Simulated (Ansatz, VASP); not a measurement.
**One calculation of GePt, two programs**

```
Ge Pt
1.0
     5.81384    0.00000    0.00000
     0.00000    3.76555    0.00000
     0.00000    0.00000    6.17097
Ge Pt
4 4
Direct
  0.18661 0.25000 0.58890
  0.31339 0.75000 0.08890
  0.68661 0.25000 0.91110
  0.81339 0.75000 0.41110
  0.99786 0.25000 0.19257
  0.50214 0.75000 0.69257
  0.49786 0.25000 0.30743
  0.00214 0.75000 0.80743
```

Alike in both runs: functional PBE; k mesh 5 × 8 × 5; occupations fermi-dirac, width 0.1 eV; no spin polarisation.

Ansatz relaxed the structure, and its values are those at the end. VASP's run is a single point on that final structure, the one shown.

|  | VASP | Ansatz |
| --- | --- | --- |
| version | VASP 6.6.1 | Ansatz 0.2.0 |
| potentials or method | VASP PAW PBE potentials, release 64 (Ge_d, Pt), cutoff 520 eV | PAW plane waves |
| valence electrons in the cell | 96 | 128 |

```tsv
	VASP	Ansatz	Ansatz less VASP
gap on the k mesh at the Fermi level (eV)	none	none	-
pressure (GPa)	0.0	0.0	+0.03
```

A gap of «none» marks a metal or a gap that the smearing closes. VASP's potentials hold 96 valence electrons a cell and Ansatz's 128, so a difference there can come from the potentials and not from the codes.

Spin-orbit coupling is off throughout.
